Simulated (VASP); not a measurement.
# La (C2/c) in VASP: further runs

The runs below take La through single point, with revPBE.

Everything below comes from runs of VASP 6.6.1. Logs are shortened: lines on timing, memory, paths and dates and some standing lists are left out, and cuts for length are marked.

## 1. The cell of the first run

The typed cell holds 2 atoms: a = 4.915 Å, b = 4.915 Å, c = 4.920 Å, α = 98.35°, β = 98.35°, γ = 135.13°.

## 2. Single point, revPBE (38.78 Å³/atom)

INCAR

```
SYSTEM = La
  PREC = Accurate
  ENCUT = 520
  EDIFF = 1E-6
  ISMEAR = -1
  SIGMA = 0.1
  LREAL = .False.
  LASPH = .True.
  NELM = 100
  ALGO = Normal
  ISIF = 2
  LWAVE = .False.
  LCHARG = .False.
  GGA = RE
  NBANDS = 18
```

KPOINTS

```
regular mesh
0
Gamma
  11 11 8
  0 0 0
```

POSCAR

```
La
1.0
   -3.2121290349      3.2132181774      1.8760238071
    3.2132181774     -3.2121290349      1.8760238071
    3.2163260064      3.2163260064     -1.8740290405
La
2
Direct
    0.0002126749      0.9997873251      1.0000000000
    0.7497873251      0.2502126749      0.5000000000
```

Potentials or basis: VASP PAW PBE potentials, release 64 (La).

Command:

```
$ cat potpaw_PBE.64/La/POTCAR > POTCAR
$ mpirun -np 1 vasp_std > vasp.out
```

OUTCAR:

```text
SYSTEM = La
   PREC = Accurate
   ENCUT = 520
   EDIFF = 1E-6
   ISMEAR = -1
   LREAL = .False.
   LASPH = .True.
   NELM = 100
   ISIF = 2
   GGA = RE

 ion  position               nearest neighbor table
   1  0.000  1.000  0.000-   2 3.35   2 3.35   2 3.35   2 3.35
   2  0.750  0.250  0.500-   1 3.35   1 3.35   1 3.35   1 3.35

  LATTYP: Found a base centered monoclinic cell.
 ALAT       =     3.7520479304
 B/A-ratio  =     2.4218275830
 C/A-ratio  =     1.3111509138
 COS(beta)  =    -0.3805592454

  Lattice vectors:

 A1 = (  -3.2121290349,   3.2132181774,   1.8760238071)
 A2 = (   3.2132181774,  -3.2121290349,   1.8760238071)
 A3 = (   3.2163260064,   3.2163260064,  -1.8740290405)

Analysis of symmetry for initial positions (statically):
=====================================================================
 Subroutine PRICEL returns:
 Original cell was already a primitive cell.

 Routine SETGRP: Setting up the symmetry group for a
 base centered monoclinic supercell.

 Subroutine GETGRP returns: Found  4 space group operations
 (whereof  2 operations were pure point group operations)
 out of a pool of  4 trial point group operations.

The static configuration has the point symmetry C_2 .
 The point group associated with its full space group is C_2h.

Analysis of symmetry for dynamics (positions and initial velocities):
=====================================================================
 Subroutine PRICEL returns:
 Original cell was already a primitive cell.

 Routine SETGRP: Setting up the symmetry group for a
 base centered monoclinic supercell.

 Subroutine GETGRP returns: Found  4 space group operations
 (whereof  2 operations were pure point group operations)
 out of a pool of  4 trial point group operations.

The dynamic configuration has the point symmetry C_2 .
 The point group associated with its full space group is C_2h.

 Subroutine INISYM returns: Found  4 space group operations
 (whereof  2 operations are pure point group operations),
 and found     1 'primitive' translations

----------------------------------------------------------------------------------------

                                     Primitive cell

  volume of cell :      77.5530

  direct lattice vectors                    reciprocal lattice vectors
    -3.212129035  3.213218177  1.876023807    -0.000184146  0.155449467  0.266476068
     3.213218177 -3.212129035  1.876023807     0.155449467 -0.000184146  0.266476068
     3.216326006  3.216326006 -1.874029040     0.155430589  0.155430589 -0.000090237

  length of vectors
     4.915486682  4.915486682  4.919501073     0.308502942  0.308502942  0.219812066

  position of ions in fractional coordinates (direct lattice)
     0.000212675  0.999787325  1.000000000
     0.749787325  0.250212675  0.500000000

  ion indices of the primitive-cell ions
   primitive index   ion index
                 1           1
                 2           2

----------------------------------------------------------------------------------------

 KPOINTS: regular mesh

Automatic generation of k-mesh.
 Grid dimensions read from file:
 generate k-points for:   11   11    8

 Generating k-lattice:

  Cartesian coordinates                     Fractional coordinates (reciprocal lattice)
    -0.000016741  0.014131770  0.024225097     0.090909091 -0.000000000  0.000000000
     0.014131770 -0.000016741  0.024225097    -0.000000000  0.090909091  0.000000000
     0.019428824  0.019428824 -0.000011280    -0.000000000 -0.000000000  0.125000000

  Length of vectors
     0.028045722  0.028045722  0.027476508

  Shift w.r.t. Gamma in fractional coordinates (k-lattice)
     0.000000000  0.000000000  0.000000000

 Subroutine IBZKPT returns following result:
 ===========================================

 Found    270 irreducible k-points:

 Following reciprocal coordinates:
            Coordinates               Weight
  0.000000  0.000000  0.000000      1.000000
  0.090909 -0.000000  0.000000      4.000000
  0.181818  0.000000 -0.000000      4.000000
  0.272727 -0.000000  0.000000      4.000000
  0.363636 -0.000000  0.000000      4.000000
  0.454545 -0.000000 -0.000000      4.000000
[... 16 lines left out ...]
 -0.272727  0.181818 -0.000000      4.000000
 -0.181818  0.181818  0.000000      2.000000
 [... further k-points ...]
   k-points           NKPTS =    270   k-points in BZ     NKDIM =    270   number of bands    NBANDS=     18
   number of dos      NEDOS =    301   number of ions     NIONS =      2
   total plane-waves  NPLWV =  64000
   dimension x,y,z NGX =    40 NGY =   40 NGZ =   40
   dimension x,y,z NGXF=    80 NGYF=   80 NGZF=   80
   ions per type =               2
   NGX,Y,Z   is equivalent  to a cutoff of  13.53, 13.53, 13.52 a.u.
   NGXF,Y,Z  is equivalent  to a cutoff of  27.06, 27.06, 27.03 a.u.
 SYSTEM =  La
   PREC   = accura    normal or accurate (medium, high low for compatibility)
   ISTART =      0    job   : 0-new  1-cont  2-samecut
   ICHARG =      2    charge: 1-file 2-atom 10-const
   ISPIN  =      1    spin polarized calculation?
   LNONCOLLINEAR =      F non collinear calculations
   LSORBIT =      F    spin-orbit coupling
   LASPH  =      T    aspherical Exc in radial PAW
   ENCUT  =  520.0 eV  38.22 Ry    6.18 a.u.   9.14  9.14  9.15*2*pi/ulx,y,z
   NELM   =    100;   NELMIN=  2; NELMDL= -5     # of ELM steps
   EDIFF  = 0.1E-05   stopping-criterion for ELM
   LREAL  =      F    real-space projection
   EDIFFG = 0.1E-04   stopping-criterion for IOM
   NSW    =      0    number of steps for IOM
   IBRION =     -1    ionic relax: 0-MD 1-quasi-New 2-CG
   NFREE  =      0    steps in history (QN), initial steepest desc. (CG)
   ISIF   =      2    stress and relaxation
   ISYM   =      2    0-nonsym 1-usesym 2-fastsym
   POTIM  = 0.5000    time-step for ionic-motion
   TEBEG  =    0.0;   TEEND  =   0.0 temperature during run
   PSTRESS=    0.0 pullay stress
   NELECT =      22.0000    total number of electrons
   NUPDOWN=      -1.0000    fix difference up-down
   EMIN   =  10.00;   EMAX   =-10.00  energy-range for DOS
   EFERMI =   0.00;   METHOD = LEGACY
   ISMEAR =    -1;   SIGMA  =   0.10  broadening in eV -4-tet -1-fermi 0-gaus
   EFERMI_NEDOS =   21; number of points for ismear=-14 and -15
   IALGO  =     38    algorithm
   IMIX   =      4    mixing-type and parameters
     AMIX     =   0.40;   BMIX     =  1.00
     AMIX_MAG =   1.60;   BMIX_MAG =  1.00
  volume/ion in A,a.u.               =      38.78       261.68
  Fermi-wavevector in a.u.,A,eV,Ry     =   1.075680  2.032740 15.743117  1.157086
  Thomas-Fermi vector in A             =   2.211543
   LORBIT       =      0    0 simple, 1 ext, 2 COOP (PROOUT), +10 PAW based schemes
   GGA     = RE    functional components
   LHFCALC =     F    Hartree Fock is set to
   AEXX    =    0.0000 exact exchange contribution
   IVDW    =     0    specifies the selected vdW correction
   LEPSILON=     F    determine dielectric tensor
   LRPA    =     F    only Hartree local field effects (RPA)
 non-spin polarized calculation
  energy-cutoff  :      520.00
  volume of cell :       77.55
 maximum number of plane-waves:      2105
 NGX is ok and might be reduce to    40
   NGX = 19   NGY = 19   NGZ = 19

 number of electron      21.9999997 magnetization

 Free energy of the ion-electron system (eV)
  ---------------------------------------------------
  ext. energy  EPLUGINS =         0.00000000
  ---------------------------------------------------
  free energy    TOTEN  =        -8.69829317 eV

  energy without entropy =       -8.56684889  energy(sigma->0) =       -8.63257103

 E-fermi :   7.4038     XC(G=0):  -9.2993

 val. band max:        7.4032762347   @ k =  -0.0909   0.0000   0.1250
 cond. band min:       7.4073002087   @ k =   0.4545   0.3636   0.1250
 fundamental gap:      0.0040239740
 Fermi energy:         7.4037569902

 k-point     1 :       0.0000    0.0000    0.0000
  band No.  band energies     occupation
      1     -25.7284      2.00000
      2     -25.2792      2.00000
      3      -9.9918      2.00000
      4      -9.9882      2.00000
      5      -8.8315      2.00000
      6      -8.8005      2.00000
[... 10 lines left out ...]
     17       8.6906      0.00001
     18       9.2890      0.00000

 k-point     2 :       0.0909   -0.0000    0.0000
  band No.  band energies     occupation
      1     -25.7160      2.00000
      2     -25.2821      2.00000
      3      -9.9881      2.00000
      4      -9.9559      2.00000
      5      -8.8995      2.00000
      6      -8.8664      2.00000
[... 10 lines left out ...]
     17       8.9645      0.00000
     18       9.2327      0.00000

 k-point     3 :       0.1818    0.0000   -0.0000
  band No.  band energies     occupation
      1     -25.6815      2.00000
      2     -25.2909      2.00000
      3      -9.9824      2.00000
      4      -9.8681      2.00000
      5      -9.0881      2.00000
      6      -9.0178      2.00000
[... 10 lines left out ...]
     17       9.1314      0.00000
     18       9.1591      0.00000

 k-point     4 :       0.2727   -0.0000    0.0000
  band No.  band energies     occupation
      1     -25.6328      2.00000
      2     -25.3057      2.00000
      3      -9.9745      2.00000
      4      -9.7755      2.00000
      5      -9.3289      2.00000
      6      -9.1636      2.00000
[... 375 lines left out ...]
      4      -9.6357      2.00000
      5      -9.2912      2.00000
      6      -8.9728      2.00000
[... 10 lines left out ...]
     17       9.0513      0.00000
     18       9.1444      0.00000

 k-point    23 :      -0.2727    0.1818   -0.0000
  band No.  band energies     occupation
      1     -25.6657      2.00000
      2     -25.3344      2.00000
      3      -9.9287      2.00000
      4      -9.7798      2.00000
      5      -9.0732      2.00000
      6      -8.8596      2.00000
[... 10 lines left out ...]
     17       8.9811      0.00000
     18       9.1327      0.00000

 k-point    24 :      -0.1818    0.1818    0.0000
  band No.  band energies     occupation
      1     -25.6935      2.00000
      2     -25.3156      2.00000
      3      -9.9115      2.00000
      4      -9.9053      2.00000
      5      -8.9489      2.00000
      6      -8.7832      2.00000
[... 10 lines left out ...]
     17       8.8069      0.00000
     18       9.2137      0.00000

 [... further k-points ...]

------------------------ aborting loop because EDIFF is reached ----------------------------------------

  FORCE on cell =-STRESS in cart. coord.  units (eV):
  Direction    XX          YY          ZZ          XY          YZ          ZX
  --------------------------------------------------------------------------------------
  -------------------------------------------------------------------------------------
  Total       -0.3796142     -0.3796142     -0.5236896      0.0016018      0.0069336      0.0069336
  in kB       -7.8425005     -7.8425005    -10.8189744      0.0330910      0.1432424      0.1432419
  external PRESSURE =      -8.8346584 kB  Pullay stress =       0.0000000 kB

 VOLUME and BASIS-vectors are now :
 -----------------------------------------------------------------------------
  energy-cutoff  :      520.00
  volume of cell :       77.55
      direct lattice vectors                 reciprocal lattice vectors
    -3.212129035  3.213218177  1.876023807    -0.000184146  0.155449467  0.266476068
     3.213218177 -3.212129035  1.876023807     0.155449467 -0.000184146  0.266476068
     3.216326006  3.216326006 -1.874029040     0.155430589  0.155430589 -0.000090237

 POSITION                                       TOTAL-FORCE (eV/Angst)
 -----------------------------------------------------------------------------------
      3.21185     -3.21076      1.87602         0.000519     -0.000519      0.000000
      0.00374      3.21368      0.93901        -0.000519      0.000519     -0.000000
 -----------------------------------------------------------------------------------
    total drift:                                0.000000     -0.000000     -0.000000

  FREE ENERGIE OF THE ION-ELECTRON SYSTEM (eV)
  ---------------------------------------------------
  free  energy   TOTEN  =        -8.6982931671 eV

  energy  without entropy=       -8.5668488917  energy(sigma->0) =       -8.63257103
```

Run time: 17 min. Hardware: 1 thread of Oxide Virtual Turin-like, shared host; peak memory 0.5 GiB.

Results:

| Item | Value |
| --- | --- |
| Free energy | -8.6983 eV |
| Pressure | -0.9 GPa |
| Band gap on the k mesh | zero (bands 11 and 12 overlap by 1.20 eV) |

Caveat: the PAW data sets were made with another functional, which shifts forces and pressure a little; spin-orbit coupling is left out, which moves the levels of the heavy elements.

## 3. Single point, revPBE (40.27 Å³/atom)

This run uses another cell than the first one, of 40.27 Å³/atom.

INCAR

```
PREC = Accurate
ENCUT = 520
EDIFF = 1E-6
ISMEAR = -1
SIGMA = 0.1
LREAL = False
LASPH = True
NELM = 60
ALGO = Normal
ISIF = 2
LWAVE = False
LCHARG = False
GGA = RE
NBANDS = 18
```

KPOINTS

```
regular mesh
0
Gamma
  11 11 8
```

POSCAR

```
La
1.0
   -3.2527932129      3.2538961436      1.8997734651
    3.2538961436     -3.2527932129      1.8997734651
    3.2570433163      3.2570433163     -1.8977534456
La
2
Direct
    0.0002126749      0.9997873251      1.0000000000
    0.7497873251      0.2502126749      0.5000000000
```

Potentials or basis: VASP PAW PBE potentials, release 64 (La).

Command:

```
$ cat potpaw_PBE.64/La/POTCAR > POTCAR
$ mpirun -np 1 vasp_std > vasp.out
```

Wall time 15 min (1 thread of Oxide Virtual Turin-like, shared host); peak memory 0.51 GiB.

The run converged. Its results:

```
Free energy            : -8.6755 eV
Pressure               : -1.6 GPa
Band gap on the k mesh : zero (bands 11 and 12 overlap by 1.15 eV)
```

Stress tensor (GPa, compression positive):
```
-1.42  0.00  0.01
 0.00 -1.42  0.01
 0.01  0.01 -1.97
```

Levels at points of the mesh, in eV from the Fermi level:
```
           k point  band 7  band 8  band 9  band 10  band 11  band 12  band 13  band 14  band 15  band 16
(0.00, 0.00, 0.00)  -16.10  -16.10   -2.97    -1.96    -0.43    -0.11     0.54     1.20     1.20     1.25
(0.00, 0.00, 0.50)  -16.20  -16.20   -1.16    -1.16     0.11     0.11     0.97     0.97     1.39     1.39
```

Caveat: the PAW data sets were made with another functional, which shifts forces and pressure a little; spin-orbit coupling is left out, which moves the levels of the heavy elements.
